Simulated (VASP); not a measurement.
# Si13P2Pt3Au2 in VASP: notebook

Runs on Si13P2Pt3Au2. Level: PBE. Tasks: single point.

Everything below comes from runs of VASP 6.6.1. Logs are shortened: lines on timing, memory, paths and dates and some standing lists are left out, and cuts for length are marked.

## 1. The cell of the first run

The cell holds a disordered packing, 20 atoms: a = 6.480 Å, b = 6.786 Å, c = 7.158 Å, α = 87.59°, β = 90.56°, γ = 90.05°.

## 2. Single point, PBE

Input file INCAR:

```
SYSTEM = Si13P2Pt3Au2
PREC = Accurate ; ENCUT = 400
EDIFF = 1E-6 ; ISMEAR = -1
SIGMA = 0.2025 ; LREAL = Auto
LASPH = .TRUE. ; NELM = 120
ALGO = Normal ; ISIF = 2
LWAVE = .FALSE. ; LCHARG = .TRUE.
GGA = PE ; LELF = .TRUE.
LVHAR = .TRUE. ; ISYM = -1
NBANDS = 73 ; GGA_COMPAT = .FALSE.
```

Input file KPOINTS:

```
explicit points
1
Reciprocal
  0.25000000   0.25000000   0.25000000 1
```

Input file POSCAR:

```
Si13P2Pt3Au2
1.0
    6.4794480000     -0.0023350000     -0.0331270000
   -0.0023350000      6.7843160000      0.1466780000
   -0.0331270000      0.1466780000      7.1568870000
Si Pt P Au
13 3 2 2
Direct
    0.2837225533      0.4200041993      0.8558221614
   -0.0170434716      0.4777862134      0.0976871194
    0.6076306232     -0.0882336542      0.2719549597
    0.9078876047      0.0147490737      0.4390402179
    0.9487986526      0.4306248039      0.7530420234
   -0.0590428133      0.1169653174      0.1269069709
    0.1612103558      0.7365840620      0.8967969927
    0.3343821401      0.8654999818      0.5773763468
    0.4935113940      0.2653767684      0.2780136976
    0.7031556861      0.2519893767      0.5728351084
    1.0217911827      0.0887171434      0.8213143540
    0.5513395125      0.5565212675      0.1219012956
    0.6313455336      1.3184897401      0.9228388188
    0.3570351192      0.2354092633      0.5714616065
    0.3359994467      0.0651611918      1.0336822337
    0.8554944729      0.8089855914      1.0694288700
    0.5993763317      0.9976659159      0.7694999095
   -0.1870990084      0.7465668776      0.5968687272
    0.2511222519      0.7338642272      0.2991215580
    0.9851023473      0.4520064404      0.4091526225
```

Potentials or basis: VASP PAW PBE potentials, release 64 (Si, Pt, P, Au).

Run with:

```console
> cat potpaw_PBE.64/Si/POTCAR potpaw_PBE.64/Pt/POTCAR potpaw_PBE.64/P/POTCAR potpaw_PBE.64/Au/POTCAR > POTCAR
> mpirun -np 1 vasp_std > vasp.out
```

OUTCAR:

```text
SYSTEM = Si13P2Pt3Au2
   PREC = Accurate
   ENCUT = 400
   EDIFF = 1E-6
   ISMEAR = -1
   LREAL = Auto
   LASPH = .TRUE.
   NELM = 120
   ISIF = 2
   GGA = PE
   ISYM = -1

 ion  position               nearest neighbor table
   1  0.284  0.420  0.856-   5 2.28   7 2.32  13 2.39  14 2.48   2 2.66  15 2.70  12 2.75  11 2.83

   2  0.983  0.478  0.098-  20 2.23  16 2.39   6 2.46   5 2.51   7 2.51   1 2.66  13 2.82  12 2.86
                            19 2.88
   3  0.608  0.912  0.272-  16 2.30   4 2.39   9 2.51  19 2.61  15 2.62  12 2.70   6 2.76   8 2.83
                            18 2.86
   4  0.908  0.015  0.439-  18 2.19   6 2.32  10 2.33   3 2.39  11 2.89  20 3.01  16 3.06   8 3.08
                            19 3.13
   5  0.949  0.431  0.753-   1 2.28  11 2.40  10 2.40  20 2.47  13 2.50   2 2.51  18 2.53   7 2.72
                            14 3.26
   6  0.941  0.117  0.127-  16 2.22  11 2.27   4 2.32   2 2.46  15 2.68   3 2.76  13 2.79  20 3.12

   7  0.161  0.737  0.897-   1 2.32  16 2.41   2 2.51  11 2.59   8 2.67  15 2.72   5 2.72  19 2.93

   8  0.334  0.865  0.577-  19 2.28  17 2.39  14 2.51   7 2.67   3 2.83   4 3.08  11 3.12
   9  0.494  0.265  0.278-  12 2.26  14 2.29  15 2.47  10 2.50   3 2.51  13 2.71
  10  0.703  0.252  0.573-  14 2.25  17 2.29   4 2.33   5 2.40   9 2.50  20 2.54  13 2.61  11 2.90

  11  0.022  0.089  0.821-   6 2.27   5 2.40  15 2.53   7 2.59  16 2.77  17 2.83   1 2.83   4 2.89
                            10 2.90  14 2.97  13 3.08   8 3.12
  12  0.551  0.557  0.122-   9 2.26  13 2.26  16 2.63  19 2.65   3 2.70   1 2.75   2 2.86
  13  0.631  0.318  0.923-  12 2.26   1 2.39  17 2.49   5 2.50  10 2.61  15 2.68   9 2.71   6 2.79
                             2 2.82  11 3.08  14 3.14
  14  0.357  0.235  0.571-  10 2.25   9 2.29   1 2.48   8 2.51  17 2.62  11 2.97  20 3.02  13 3.14
                             5 3.26  15 3.46
  15  0.336  0.065  0.034-   9 2.47  11 2.53  17 2.61   3 2.62  13 2.68   6 2.68   1 2.70   7 2.72
                            19 2.94  14 3.46
  16  0.855  0.809  0.069-   6 2.22   3 2.30   2 2.39   7 2.41  12 2.63  11 2.77  17 2.95   4 3.06
                            19 3.06  20 3.46
  17  0.599  0.998  0.769-  10 2.29   8 2.39  13 2.49  18 2.56  15 2.61  14 2.62  11 2.83  16 2.95

  18  0.813  0.747  0.597-   4 2.19   5 2.53  17 2.56  20 2.70   3 2.86
  19  0.251  0.734  0.299-   8 2.28   3 2.61  12 2.65  20 2.67   2 2.88   7 2.93  15 2.94  16 3.06
                             4 3.13
  20  0.985  0.452  0.409-   2 2.23   5 2.47  10 2.54  19 2.67  18 2.70   4 3.01  14 3.02   6 3.12
                            16 3.46

IMPORTANT INFORMATION: All symmetrisations will be switched off!
NOSYMM: (Re-)initialisation of all symmetry stuff for point group C_1.

----------------------------------------------------------------------------------------

                                     Primitive cell

  volume of cell :     314.4600

  direct lattice vectors                    reciprocal lattice vectors
     6.479448000 -0.002335000 -0.033127000     0.154337797  0.000037691  0.000713609
    -0.002335000  6.784316000  0.146678000     0.000037691  0.147464145 -0.003022054
    -0.033127000  0.146678000  7.156887000     0.000713609 -0.003022054  0.139790793

  length of vectors
     6.479533103  6.785901817  7.158466551     0.154339451  0.147495113  0.139825276

  position of ions in fractional coordinates (direct lattice)
     0.283722553  0.420004199  0.855822161
     0.982956528  0.477786213  0.097687119
     0.607630623  0.911766346  0.271954960
     0.907887605  0.014749074  0.439040218
     0.948798653  0.430624804  0.753042023
     0.940957187  0.116965317  0.126906971
[... 12 lines left out ...]
     0.251122252  0.733864227  0.299121558
     0.985102347  0.452006440  0.409152623

  ion indices of the primitive-cell ions
   primitive index   ion index
                 1           1
                 2           2
                 3           3
                 4           4
                 5           5
                 6           6
[... 12 lines left out ...]
                19          19
                20          20

----------------------------------------------------------------------------------------

 KPOINTS: explicit points

Read explicit list of k-points.

 Found      1 k-points:

 Following reciprocal coordinates:
            Coordinates               Weight
  0.250000  0.250000  0.250000      1.000000
   k-points           NKPTS =      1   k-points in BZ     NKDIM =      1   number of bands    NBANDS=     73
   number of dos      NEDOS =    301   number of ions     NIONS =     20
   total plane-waves  NPLWV =  96768
   dimension x,y,z NGX =    42 NGY =   48 NGZ =   48
   dimension x,y,z NGXF=    84 NGYF=   96 NGZF=   96
   ions per type =              13   3   2   2
   NGX,Y,Z   is equivalent  to a cutoff of  10.78, 11.76, 11.15 a.u.
   NGXF,Y,Z  is equivalent  to a cutoff of  21.55, 23.52, 22.29 a.u.
 SYSTEM =  Si13P2Pt3Au2
   PREC   = accura    normal or accurate (medium, high low for compatibility)
   ISTART =      0    job   : 0-new  1-cont  2-samecut
   ICHARG =      2    charge: 1-file 2-atom 10-const
   ISPIN  =      1    spin polarized calculation?
   LNONCOLLINEAR =      F non collinear calculations
   LSORBIT =      F    spin-orbit coupling
   LASPH  =      T    aspherical Exc in radial PAW
   ENCUT  =  400.0 eV  29.40 Ry    5.42 a.u.  10.57 11.07 11.67*2*pi/ulx,y,z
   NELM   =    120;   NELMIN=  2; NELMDL= -5     # of ELM steps
   EDIFF  = 0.1E-05   stopping-criterion for ELM
   LREAL  =      T    real-space projection
   EDIFFG = 0.1E-04   stopping-criterion for IOM
   NSW    =      0    number of steps for IOM
   IBRION =     -1    ionic relax: 0-MD 1-quasi-New 2-CG
   NFREE  =      0    steps in history (QN), initial steepest desc. (CG)
   ISIF   =      2    stress and relaxation
   ISYM   =     -1    0-nonsym 1-usesym 2-fastsym
   POTIM  = 0.5000    time-step for ionic-motion
   TEBEG  =    0.0;   TEEND  =   0.0 temperature during run
   PSTRESS=    0.0 pullay stress
   NELECT =     114.0000    total number of electrons
   NUPDOWN=      -1.0000    fix difference up-down
   EMIN   =  10.00;   EMAX   =-10.00  energy-range for DOS
   EFERMI =   0.00;   METHOD = LEGACY
   ISMEAR =    -1;   SIGMA  =   0.20  broadening in eV -4-tet -1-fermi 0-gaus
   EFERMI_NEDOS =   21; number of points for ismear=-14 and -15
   IALGO  =     38    algorithm
   IMIX   =      4    mixing-type and parameters
     AMIX     =   0.40;   BMIX     =  1.00
     AMIX_MAG =   1.60;   BMIX_MAG =  1.00
  volume/ion in A,a.u.               =      15.72       106.10
  Fermi-wavevector in a.u.,A,eV,Ry     =   1.167315  2.205905 18.539620  1.362624
  Thomas-Fermi vector in A             =   2.303816
   LORBIT       =      0    0 simple, 1 ext, 2 COOP (PROOUT), +10 PAW based schemes
   GGA     = PE    functional components
   LHFCALC =     F    Hartree Fock is set to
   AEXX    =    0.0000 exact exchange contribution
   IVDW    =     0    specifies the selected vdW correction
   LEPSILON=     F    determine dielectric tensor
   LRPA    =     F    only Hartree local field effects (RPA)
 non-spin polarized calculation
  energy-cutoff  :      400.00
  volume of cell :      314.46
 maximum number of plane-waves:      5713
 NGX is ok and might be reduce to    42
   NGX = 21   NGY = 23   NGZ = 23

 number of electron     113.9999990 magnetization

 Free energy of the ion-electron system (eV)
  ---------------------------------------------------
  ext. energy  EPLUGINS =         0.00000000
  ---------------------------------------------------
  free energy    TOTEN  =       -99.86828438 eV

  energy without entropy =      -98.91415594  energy(sigma->0) =      -99.39122016

 E-fermi :   9.2856     XC(G=0): -11.2528

 val. band max:        9.1016351485   @ k =   0.2500   0.2500   0.2500
 cond. band min:       9.4504020849   @ k =   0.2500   0.2500   0.2500
 fundamental gap:      0.3487669364
 Fermi energy:         9.2856084654

 k-point     1 :       0.2500    0.2500    0.2500
  band No.  band energies     occupation
      1      -4.6235      2.00000
      2      -3.4182      2.00000
      3      -2.7414      2.00000
      4      -2.1848      2.00000
      5      -1.6952      2.00000
      6      -1.1497      2.00000
[... 61 lines left out ...]
     68      12.0456      0.00000
     69      12.3060      0.00000
 [bands above 69 left out]

------------------------ aborting loop because EDIFF is reached ----------------------------------------

  FORCE on cell =-STRESS in cart. coord.  units (eV):
  Direction    XX          YY          ZZ          XY          YZ          ZX
  --------------------------------------------------------------------------------------
  -------------------------------------------------------------------------------------
  Total       22.8771121     28.1519125     30.5688028      2.0274437      9.4778959      2.1650722
  in kB      116.5591383    143.4343045    155.7483872     10.3298478     48.2899839     11.0310665
  external PRESSURE =     138.5806100 kB  Pullay stress =       0.0000000 kB

 VOLUME and BASIS-vectors are now :
 -----------------------------------------------------------------------------
  energy-cutoff  :      400.00
  volume of cell :      314.46
      direct lattice vectors                 reciprocal lattice vectors
     6.479448000 -0.002335000 -0.033127000     0.154337797  0.000037691  0.000713609
    -0.002335000  6.784316000  0.146678000     0.000037691  0.147464145 -0.003022054
    -0.033127000  0.146678000  7.156887000     0.000713609 -0.003022054  0.139790793

 POSITION                                       TOTAL-FORCE (eV/Angst)
 -----------------------------------------------------------------------------------
      1.80903      2.97431      6.17723         0.248013     -0.531934      0.856235
      6.36466      3.25349      0.73665         0.041212     -0.531267     -1.875623
      3.92597      6.22418      2.05996        -2.025914     -0.478329      0.297954
      5.86803      0.16234      3.11425         1.642944      0.329269      1.185865
      6.12174      3.02973      5.42117        -0.924237      0.651226     -0.350974
      6.09241      0.80995      0.89424         1.335148      2.392343      0.651524
[... 12 lines left out ...]
      1.61551      5.02205      2.24010         0.548492      0.002161     -1.151087
      6.36831      3.12427      2.96193         0.538358      0.057166      2.024410
 -----------------------------------------------------------------------------------
    total drift:                                0.004199      0.004192     -0.013085

  FREE ENERGIE OF THE ION-ELECTRON SYSTEM (eV)
  ---------------------------------------------------
  free  energy   TOTEN  =       -99.8682843789 eV

  energy  without entropy=      -98.9141559398  energy(sigma->0) =      -99.39122016
```

Run time: 95 s. Hardware: 1 thread of Intel Xeon 8259CL, shared host; peak memory 0.3 GiB.

Results:

```yaml
Free_energy: -99.8683 eV
Pressure: 13.9 GPa
Largest_force: 3.721 eV/Å
```

Forces on the atoms (eV/Å):
```
Si   0.248 -0.532  0.856
Si   0.041 -0.531 -1.876
Si  -2.026 -0.478  0.298
Si   1.643  0.329  1.186
Si  -0.924  0.651 -0.351
Si   1.335  2.392  0.652
Si   1.061  1.459 -1.536
Si  -0.052  0.631  1.948
Si  -0.382 -0.651 -0.629
Si   1.264  0.656  0.170
Si   0.899 -0.711 -1.487
Si   0.263  2.164  0.407
Si   0.949 -0.682 -0.396
Pt  -2.815  0.541  0.429
Pt  -0.061  0.454  0.148
Pt  -1.251 -3.124 -1.588
P   -0.502 -1.337  0.564
P   -0.778 -1.292  0.332
Au   0.548  0.002 -1.151
Au   0.538  0.057  2.024
```

Stress tensor (GPa, compression positive):
```
11.66  1.03  1.10
 1.03 14.34  4.83
 1.10  4.83 15.57
```

Caveat: the atoms stand as in a frame of molecular dynamics; spin-orbit coupling is left out, which moves the levels of the heavy elements.

[end of part 1 of 2]
